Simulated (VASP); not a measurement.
Write the native input for VASP 6.6.1 that does the following.

* Task: single point
* Functional: LDA
* Potentials or basis: VASP PAW LDA potentials, release 64 (Ga_d, Sb)
* Cutoff: 520 eV
* k mesh: 16 × 16 × 16
* Occupations: gaussian, width 0.15 eV
* Spin: no spin polarisation
* Dipole correction: no
* Further INCAR settings: ALGO = Normal; EDIFF = 1e-07; NBANDS = 16

The structure of GaSb lies in POSCAR:

```
GaSb
1.0
   -2.6903114696      2.6903114696      1.4873500000
    2.6903114696     -2.6903114696      1.4873500000
    2.6903114696      2.6903114696     -1.4873500000
Ga Sb
1 1
Direct
    0.2500000000      0.7500000000      0.5000000000
    0.0000000000      0.0000000000      0.0000000000
```

These files were run (other wordings do the same):

INCAR

```
SYSTEM = GaSb
PREC = Accurate
ENCUT = 520
EDIFF = 1E-7
ISMEAR = 0
SIGMA = 0.15
LREAL = .FALSE.
LASPH = .TRUE.
NELM = 80
ALGO = Normal
ISIF = 2
LWAVE = .FALSE.
LCHARG = .FALSE.
GGA = CA
NBANDS = 16
```

KPOINTS

```
regular mesh
0
G
  16 16 16
  0 0 0
```

Potentials or basis: VASP PAW LDA potentials, release 64 (Ga_d, Sb).

Run with:

```console
$ cat potpaw_LDA.64/Ga_d/POTCAR potpaw_LDA.64/Sb/POTCAR > POTCAR
$ mpirun -np 1 vasp_std > vasp.out
```

It gave:

```
Pressure               : 2.6 GPa
Band gap on the k mesh : zero (bands 9 and 10 overlap by 4.99 eV)
```

Caveat: spin-orbit coupling is left out, which moves the levels of the heavy elements.

Wall time 89 s on 1 thread of AMD EPYC 9R45 96-Core Processor (Zen 5), with other jobs on the host, peak memory 0.33 GiB.
